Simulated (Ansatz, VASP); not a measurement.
**Al in VASP and in Ansatz**

```
Al
1.0
    -0.02046    1.97065    2.04383
     2.00266    0.00997    2.01341
     2.05929    1.99687   -0.04667
Al
1
Cartesian
  0.0000 0.0000 0.0000
```

Alike in both runs: functional HSE06; k mesh 6 × 7 × 6; occupations fermi-dirac, width 0.05 eV; no spin polarisation.

|  | VASP | Ansatz |
| --- | --- | --- |
| version | VASP 6.6.1 | Ansatz 0.2.0 |
| potentials or method | VASP PAW PBE potentials, release 64 (Al) | Ansatz PAW |
| plane-wave cutoff (eV) | 520 | 420 |
| valence electrons in the cell | 3 | 3 |
| task | single point | projected density of states |

Ansatz gave:

| Quantity | Value |
| --- | --- |
| gap on the k mesh at the Fermi level (eV) | none |
| pressure (GPa) | -1.4 |
| traceless stress, the component that is largest in VASP (GPa) | 3.52 |

Q: Estimate VASP's values.

A: gap on the k mesh at the Fermi level (eV): none; pressure (GPa): -1.4; traceless stress, the component that is largest in VASP (GPa): 3.50.

A gap of «none» marks a metal or a gap that the smearing closes. With one functional, cell and mesh, what is left measures potentials, basis and numerics.

The k mesh is coarse, so the values compare programs but aren't converged.
